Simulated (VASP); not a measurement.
Wanted: the native input for a VASP 6.6.1 run.

| Item | Value |
| --- | --- |
| Task | electric field gradients |
| Functional | PBE |
| Potentials or basis | VASP PAW PBE potentials, release 64 (Pb_d, F) |
| Cutoff | 520 eV |
| k mesh | 7 × 7 × 7 |
| Occupations | fermi-dirac, width 0.03 eV |
| Spin | no spin polarisation |
| Dipole correction | no |
| Further INCAR settings | ALGO = Normal; EDIFF = 1e-08; NBANDS = 21 |

The structure of PbF2 lies in POSCAR:

```
PbF2
1.0
    0.0000000000      2.9698500000      2.9698500000
    2.9698500000      0.0000000000      2.9698500000
    2.9698500000      2.9698500000      0.0000000000
Pb F
1 2
Direct
    0.0000000000      0.0000000000      0.0000000000
    0.2500000000      0.2500000000      0.2500000000
    0.7500000000      0.7500000000      0.7500000000
```

These files were run (other wordings do the same):

INCAR

```
SYSTEM = PbF2
ALGO = Normal
EDIFF = 1E-8
ENCUT = 520
GGA = PE
ISIF = 2
ISMEAR = -1
LASPH = .True.
LCHARG = .False.
LEFG = .True.
LREAL = .False.
LWAVE = .False.
NBANDS = 21
NELM = 80
PREC = Accurate
SIGMA = 0.03
```

KPOINTS

```
k-points
0
Gamma
  7 7 7
  0 0 0
```

Potentials or basis: VASP PAW PBE potentials, release 64 (Pb_d, F).

Run with:

```console
$ cat potpaw_PBE.64/Pb_d/POTCAR potpaw_PBE.64/F/POTCAR > POTCAR
$ mpirun -np 1 vasp_std > vasp.out
```

It gave:

```yaml
Pressure: 2.0 GPa
Band_gap_on_the_k_mesh: 4.46 eV (least direct gap 4.67 eV)
Largest_electric_field_gradient_by_atom: zero within the noise of the run
```

Caveat: spin-orbit coupling is left out, which moves the levels of the heavy elements; an odd mesh through Γ misses points on the zone boundary, where band edges can lie.

Wall time 12 s on 1 thread of AMD EPYC 9R45 96-Core Processor (Zen 5), with other jobs on the host, peak memory 0.15 GiB.
